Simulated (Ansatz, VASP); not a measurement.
**Two plane-wave programs on Zr**

INCAR

```
SYSTEM = Zr
PREC = Accurate
ENCUT = 520
EDIFF = 1E-6
ISMEAR = 1
SIGMA = 0.1
LREAL = .FALSE.
LASPH = .TRUE.
NELM = 80
ALGO = Normal
ISIF = 2
LWAVE = .FALSE.
LCHARG = .FALSE.
GGA = PE
NBANDS = 19
```

Contents of KPOINTS:

```
regular mesh
0
G
  11 11 6
  0 0 0
```

Contents of POSCAR:

```
Zr
1.0
    3.2318821451      0.0000000000      0.0000000000
   -1.6159410725      2.7988920397      0.0000000000
    0.0000000000      0.0000000000      5.1741041053
Zr
2
Direct
    0.3333333333      0.6666666667      0.2500000000
    0.6666666667      0.3333333333      0.7500000000
```

Input for Ansatz:

```yaml
crystal:
  lattice:
    - [3.2318821451, 0.0, 0.0]
    - [-1.6159410725, 2.7988920397, 0.0]
    - [0.0, 0.0, 5.1741041053]
  atoms:
    - { symbol: Zr, position: [0.3333333333, 0.6666666667, 0.25] }
    - { symbol: Zr, position: [0.6666666667, 0.3333333333, 0.75] }
hamiltonian:
  xc: pbe
  pseudopotentials:
    kind: paw
    azcp:
      Zr: "pseudopotentials/Zr.paw.azcp"
basis:
  ecutwfc: 420
  fft_grid_basis: typed
kpoints:
  mp_grid: { grid: [11, 11, 6], shift: [0, 0, 0] }
magnetization:
  spin_polarized: false
scf:
  occupations: { method: methfessel_paxton, width: 0.1 }
  lower_state_search: "off"
output:
  stress: true
```

Alike in both runs: task single point; functional PBE; k mesh 11 × 11 × 6; occupations methfessel-paxton of order 1, width 0.1 eV; no spin polarisation.

```csv
,VASP,Ansatz
version,VASP 6.6.1,Ansatz 0.2.0
potentials or method,"VASP PAW PBE potentials, release 64 (Zr_sv), cutoff 520 eV","plane waves (420 eV) with PAW, scalar-relativistic"
valence electrons in the cell,24,24
```

```tsv
	VASP	Ansatz	Ansatz less VASP
pressure (GPa)	-0.1	-0.1	-0.03
traceless stress, the component that is largest in VASP (GPa)	-0.29	-0.30	-0.001
```
